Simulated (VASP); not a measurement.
Here is a VASP 6.6.1 calculation.

Contents of INCAR:

```
SYSTEM = AlN
  PREC = Accurate
  ENCUT = 520
  EDIFF = 1E-6
  ISMEAR = -1
  SIGMA = 0.08
  LREAL = .FALSE.
  LASPH = .TRUE.
  NELM = 80
  ALGO = Normal
  ISIF = 2
  LWAVE = .FALSE.
  LCHARG = .FALSE.
  GGA = PE
  NBANDS = 16
```

KPOINTS

```
regular mesh
0
G
  12 12 7
  0 0 0
```

Contents of POSCAR:

```
AlN
1.0
    2.8556726522      0.0000000000      0.0000000000
   -1.4278363261      2.4730850617      0.0000000000
    0.0000000000      0.0000000000      4.8830904603
Al N
2 2
Direct
    0.0000000000      0.0000000000      0.0000000000
    0.0000000000      0.0000000000      0.5000000000
    0.3333333333      0.6666666667      0.2500000000
    0.6666666667      0.3333333333      0.7500000000
```

Potentials or basis: VASP PAW PBE potentials, release 64 (Al, N).

Command:

```sh
$ cat potpaw_PBE.64/Al/POTCAR potpaw_PBE.64/N/POTCAR > POTCAR
$ mpirun -np 1 vasp_std > vasp.out
```

Predict the pressure.

-0.3 GPa.

What does it give for the band gap on the k mesh?

4.74 eV, indirect (least direct gap 4.83 eV).

Stress tensor (GPa, compression positive):
```
-0.26  0.00  0.00
 0.00 -0.26  0.00
 0.00  0.00 -0.40
```

A k mesh can miss the band edges. A hybrid or GW would open this gap; PBE tends to underestimate it.
